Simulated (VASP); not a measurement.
Crystal: Hf3TaN4.

```
CELL_PARAMETERS angstrom
4.47250 0.00000 0.00000
0.00000 4.47250 0.00000
0.00000 0.00000 4.47250
ATOMIC_POSITIONS crystal
Hf 0.00000 0.00000 0.00000
Hf 0.00000 0.50000 0.50000
Hf 0.50000 0.00000 0.50000
Ta 0.50000 0.50000 0.00000
N 0.50000 0.50000 0.50000
N 0.00000 0.00000 0.50000
N 0.00000 0.50000 0.00000
N 0.50000 0.00000 0.00000
```

| Quantity | Value |
| --- | --- |
| Program | VASP 6.6.1 |
| Task | relaxation of volume and atoms at fixed shape |
| Functional | LDA |
| Potentials or basis | VASP PAW LDA potentials, release 64 (Hf_pv, Ta_pv, N) |
| Cutoff | 600 eV |
| k mesh | 6 × 6 × 6 |
| Occupations | fermi-dirac, width 0.05 eV |
| Spin | no spin polarisation |

At the start: pressure -8.4 GPa; volume 11.18 Å³/atom.

Q: How do energy, volume and symmetry change on relaxing?

A: Over 3 steps the energy falls by 8.1 meV/atom and the volume is 10.89 Å³/atom (-2.7 %); space group Pm-3m (No. 221, to 0.1 Å) before and after.

Step by step:
```csv
step,energy change (eV),largest force (eV/Å),pressure (GPa),volume (Å³)
1,0.0000,0.0000,-8.39,89.46
2,0.2496,0.0000,21.50,82.09
3,-0.0652,0.0000,-0.18,87.08
```

Final structure:
```yaml
crystal:
  lattice:
    - [4.43248, 0.00000, 0.00000]
    - [0.00000, 4.43248, 0.00000]
    - [0.00000, 0.00000, 4.43248]
  atoms:
    - { symbol: Hf, position: [0.00000, 0.00000, 0.00000] }
    - { symbol: Hf, position: [0.00000, 0.50000, 0.50000] }
    - { symbol: Hf, position: [0.50000, 0.00000, 0.50000] }
    - { symbol: Ta, position: [0.50000, 0.50000, 0.00000] }
    - { symbol: N, position: [0.50000, 0.50000, 0.50000] }
    - { symbol: N, position: [0.00000, 0.00000, 0.50000] }
    - { symbol: N, position: [0.00000, 0.50000, 0.00000] }
    - { symbol: N, position: [0.50000, 0.00000, 0.00000] }
```

Caveat: an odd number of electrons without spin polarisation forces a metal; a magnetic or distorted state may lie lower.
